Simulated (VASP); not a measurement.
## HF: single point with PBE+D3(BJ)

The system is HF.

```
CELL_PARAMETERS angstrom
6.47922 0.00000 0.00000
0.00000 6.47922 0.00000
0.00000 0.00000 6.47922
ATOMIC_POSITIONS crystal
F 0.25833 0.59498 0.81811
F 0.60108 0.47580 0.72970
F 0.83036 0.71712 0.90385
F 0.47841 0.18349 0.40354
F 0.41216 0.22730 0.02819
F 0.49472 0.82590 0.02429
F 0.06042 0.18686 0.85689
F 0.69354 0.90739 0.54090
F 0.94034 0.02320 0.16988
F 0.10052 0.95522 0.60208
H 0.39475 0.55689 0.74657
H 0.70200 0.55829 0.79434
H 0.72103 0.77900 0.98415
H 0.43701 0.19103 0.25522
H 0.27891 0.18629 0.97407
H 0.38821 0.73279 0.94987
H 0.10230 0.11316 0.72148
H 0.59061 0.00924 0.49211
H 0.96630 0.07212 0.02778
H 0.95070 0.94261 0.58760
```

| Quantity | Value |
| --- | --- |
| Program | VASP 6.6.1 |
| Task | single point |
| Functional | PBE |
| Dispersion | D3(BJ) |
| Potentials or basis | VASP PAW PBE potentials, release 64 (F_h, H_h) |
| Cutoff | 1010 eV |
| k mesh | 1 × 1 × 1 |
| Occupations | fermi-dirac, width 0.02 eV |
| Spin | no spin polarisation |

* Pressure: 0.2 GPa
* Largest force: 1.827 eV/Å
* Dispersion energy per atom: -0.024 eV

Forces on the atoms (eV/Å):
```
F    1.477  0.250 -0.503
F   -1.024 -1.075 -1.066
F    0.502 -0.334 -0.079
F   -0.532  0.143 -0.624
F   -0.342 -0.092  0.236
F   -1.367 -0.946 -0.492
F    0.619  0.764 -0.313
F   -0.029  0.171  0.156
F    0.020  0.285 -0.884
F   -0.506 -0.246 -0.766
H   -1.046 -0.167  0.690
H    1.147  1.035  0.622
H   -0.313  0.101  0.015
H    0.424 -0.107  0.599
H    0.199  0.431  0.117
H    0.783  0.839  0.760
H   -0.427 -0.173  0.683
H    0.721 -0.153 -0.176
H   -0.258 -0.407  1.467
H   -0.050 -0.320 -0.443
```

Stress tensor (GPa, compression positive):
```
-1.29 -0.07 -0.46
-0.07  1.53  0.80
-0.46  0.80  0.28
```

Levels at points of the mesh, in eV from the Fermi level:
```tsv
k point	band 36	band 37	band 38	band 39	band 40	band 41	band 42	band 43	band 44	band 45
(0.00, 0.00, 0.00)	-1.41	-1.38	-1.20	-0.57	-0.49	6.13	9.38	9.69	9.88	10.03
```

It took 2.8 min on 1 thread of AMD EPYC 7R43 64-Core Processor (Zen 3) (shared host), peak memory 0.58 GiB.

Caveat: the k points lie up to 0.97 Å⁻¹ apart, too coarse for converged energies, forces and pressures.
